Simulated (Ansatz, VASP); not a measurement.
# TiC3: VASP beside Ansatz

POSCAR

```
TiC3
1.0
    3.3139704858      0.0000000000      0.0000000000
    0.0000000000      3.3139704858      0.0000000000
    0.0000000000      0.0000000000      3.3139704858
Ti C
1 3
Direct
    0.0000000000      0.0000000000      0.0000000000
    0.0000000000      0.5000000000      0.5000000000
    0.5000000000      0.0000000000      0.5000000000
    0.5000000000      0.5000000000      0.0000000000
```

Contents of INCAR.step1:

```
PREC     = Accurate       # precision mode
ENCUT    = 600            # plane-wave cutoff, eV
ISMEAR   = 0              # smearing method
SIGMA    = 0.1            # smearing width, eV
LREAL    = F              # projectors in reciprocal space
LASPH    = T              # aspherical terms in the spheres
NELM     = 100            # most SCF steps
GGA      = PE             # functional
ALGO     = Normal         # electronic algorithm
EDIFF    = 1E-4           # SCF threshold, eV
LWAVE    = T              # write WAVECAR
LCHARG   = F              # write CHGCAR
```

The input INCAR.step2:

```
PREC     = Accurate       # precision mode
ENCUT    = 600            # plane-wave cutoff, eV
EDIFF    = 1E-7           # SCF threshold, eV
ISMEAR   = 0              # smearing method
SIGMA    = 0.1            # smearing width, eV
LREAL    = F              # projectors in reciprocal space
LASPH    = T              # aspherical terms in the spheres
NELM     = 100            # most SCF steps
ALGO     = Normal         # electronic algorithm
ISIF     = 3              # what is computed and relaxed
LWAVE    = F              # write WAVECAR
LCHARG   = F              # write CHGCAR
METAGGA  = R2SCAN         # meta-GGA
LMIXTAU  = T            
IBRION   = 2              # ionic algorithm
NSW      = 90             # ionic steps
EDIFFG   = -0.04          # ionic threshold
ISTART   = 1
```

Contents of KPOINTS:

```
regular mesh
0
Gamma
  6 6 6
```

Input for Ansatz:

```yaml
crystal:
  lattice:
    - [3.3139704858, 0.0, 0.0]
    - [0.0, 3.3139704858, 0.0]
    - [0.0, 0.0, 3.3139704858]
  atoms:
    - { symbol: Ti, position: [0.0, 0.0, 0.0] }
    - { symbol: C, position: [0.0, 0.5, 0.5] }
    - { symbol: C, position: [0.5, 0.0, 0.5] }
    - { symbol: C, position: [0.5, 0.5, 0.0] }
basis:
  ecutwfc: 500
kpoints:
  mp_grid: { grid: [6, 6, 6] }
hamiltonian:
  xc: r2scan
scf:
  occupations: { method: gaussian, width: 0.1 }
  lower_state_search: "off"
output:
  forces: true
  stress: true
  eigenvalues: true
relax:
  adjacent_minimum: "off"
  f_tol: 0.04
  max_steps: 70
  cell: { stress_tol: 0.4 }
```

Alike in both runs: task relaxation of cell and atoms; functional r2SCAN; k mesh 6 × 6 × 6; occupations gaussian, width 0.1 eV; no spin polarisation.

|  | VASP | Ansatz |
| --- | --- | --- |
| version | VASP 6.6.1 | Ansatz 0.2.0 |
| potentials or method | VASP PAW PBE potentials, release 64 (Ti_sv, C), cutoff 600 eV | scalar-relativistic, plane waves, PAW |
| valence electrons in the cell | 24 | 24 |

|  | VASP | Ansatz | Ansatz less VASP |
| --- | --- | --- | --- |
| gap on the k mesh at the Fermi level, each at its own relaxed structure (eV) | none | none | - |
| relaxed volume (Å³/atom) | 8.23 | 8.19 | -0.036 |
| relaxed length of the cell vector where the two differ most in proportion (Å) | 3.205 | 3.200 | -0.0047 |

VASP's potentials were made for PBE, not for r2SCAN. A gap of «none» marks a metal or a gap that the smearing closes.
